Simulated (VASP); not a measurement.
Here is a VASP 6.6.1 calculation.

File INCAR:

```
SYSTEM = Sc3Te
PREC = Accurate ; ENCUT = 520
EDIFF = 1E-6 ; ISMEAR = 0
SIGMA = 0.15 ; LREAL = .False.
LASPH = .True. ; NELM = 60
ALGO = Normal ; ISIF = 2
LWAVE = .False. ; LCHARG = .False.
GGA = PE ; IVDW = 13
NBANDS = 49
```

Contents of KPOINTS:

```
Automatic mesh
0
Gamma
  4 4 5
  0 0 0
```

POSCAR

```
Sc3Te
1.0
    6.3617000000      0.0000000000      0.0000000000
   -3.1808500000      5.5093940000      0.0000000000
    0.0000000000      0.0000000000      5.1043630000
Sc Te
6 2
Direct
    0.3342930000      0.1671460000      0.7500000000
    0.8328540000      0.1671460000      0.7500000000
    0.8328540000      0.6657070000      0.7500000000
    0.6657070000      0.8328540000      0.2500000000
    0.1671460000      0.8328540000      0.2500000000
    0.1671460000      0.3342930000      0.2500000000
    0.6666670000      0.3333330000      0.2500000000
    0.3333330000      0.6666670000      0.7500000000
```

Potentials or basis: VASP PAW PBE potentials, release 64 (Sc_sv, Te).

The run is started by

```console
$ cat potpaw_PBE.64/Sc_sv/POTCAR potpaw_PBE.64/Te/POTCAR > POTCAR
$ mpirun -np 1 vasp_std > vasp.out
```

(1) Predict the pressure.

(2) Estimate the dispersion energy per atom.

(3) What does it give for the band gap on the k mesh?

(4) What does it give for the largest force?

Answers

(1) -2.4 GPa.

(2) -0.378 eV.

(3) zero (bands 39 and 40 overlap by 0.63 eV).

(4) 0.009 eV/Å.

Caveat: spin-orbit coupling is left out, which moves the levels of the heavy elements.
